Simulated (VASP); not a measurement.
Here is a VASP 6.6.1 calculation.

The input POSCAR:

```
Ag
1.0
    2.8904005511      0.0000000000      0.0000000000
   -1.4452002756      2.5031603044      0.0000000000
    0.0000000000      0.0000000000      4.7252623344
Ag
2
Direct
    0.6666666667      0.3333333333      0.7500000000
    0.3333333333      0.6666666667      0.2500000000
```

The input INCAR.step1:

```
SYSTEM = Ag
PREC = Accurate ; ENCUT = 520
ISMEAR = -1 ; SIGMA = 0.05
LREAL = .FALSE. ; LASPH = .TRUE.
NELM = 100 ; NBANDS = 18
GGA = PE ; ALGO = Normal
EDIFF = 1E-4 ; LWAVE = .TRUE.
LCHARG = .FALSE.
```

The input INCAR.step2:

```
SYSTEM = Ag
PREC = Accurate ; ENCUT = 520
EDIFF = 1E-6 ; ISMEAR = -1
SIGMA = 0.05 ; LREAL = .FALSE.
LASPH = .TRUE. ; NELM = 100
ALGO = Normal ; ISIF = 2
LWAVE = .FALSE. ; LCHARG = .FALSE.
METAGGA = R2SCAN ; LMIXTAU = .TRUE.
NBANDS = 18 ; ISTART = 1
```

Contents of KPOINTS:

```
regular mesh
0
G
  10 10 6
  0 0 0
```

Potentials or basis: VASP PAW PBE potentials, release 64 (Ag).

Launch:

```console
$ cat potpaw_PBE.64/Ag/POTCAR > POTCAR
$ cp INCAR.step1 INCAR
$ mpirun -np 1 vasp_std > vasp.out
$ cp INCAR.step2 INCAR
$ mpirun -np 1 vasp_std > vasp.out
```

Task: Predict the pressure.

Result: 1.8 GPa.

Task: Predict the band gap on the k mesh.

Result: Zero (bands 11 and 12 overlap by 6.99 eV).

Stress tensor (GPa, compression positive):
```
2.07 0.00 0.00
0.00 2.07 0.00
0.00 0.00 1.35
```

Caveat: the PAW data sets were made with another functional, which shifts forces and pressure a little.
